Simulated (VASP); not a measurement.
Crystal: Sc.

```
Sc
1.0
     3.30900    0.00000    0.00000
    -1.65450    2.86568    0.00000
     0.00000    0.00000    5.27330
Sc
2
Direct
  0.33333 0.66667 0.25000
  0.66667 0.33333 0.75000
```

| Property | Result |
| --- | --- |
| Program | VASP 6.6.1 |
| Task | relaxation of cell and atoms |
| Functional | PBEsol |
| Potentials or basis | VASP PAW PBE potentials, release 64 (Sc_sv) |
| Cutoff | 600 eV |
| k mesh | 14 × 14 × 8 |
| Occupations | fermi-dirac, width 0.05 eV |
| Spin | no spin polarisation |

At the start: pressure -2.8 GPa; volume 25.00 Å³/atom.

Q: Where does the relaxation end?

A: Over 5 steps the energy falls by 14.4 meV/atom and the volume is 23.67 Å³/atom (-5.3 %); space group P6_3/mmc (No. 194, to 0.05 Å).

Step by step:
```
step  energy change (eV)  largest force (eV/Å)  pressure (GPa)  volume (Å³)
   1              0.0000                0.0000           -2.80        50.00
   2             -0.0265                0.0000            0.57        46.91
   3             -0.0269                0.0000            0.17        47.25
   4             -0.0284                0.0000            0.08        47.30
   5             -0.0287                0.0000            0.02        47.33
```

Final structure:
```xyz
2
Lattice="3.2776 0.0000 0.0000 -1.6388 2.8385 0.0000 0.0000 0.0000 5.0879" Properties=species:S:1:pos:R:3 pbc="T T T"
Sc    0.0000    1.8923    1.2720
Sc    1.6388    0.9462    3.8159
```

Caveat: the PAW data sets were made with another functional, which shifts forces and pressure a little.
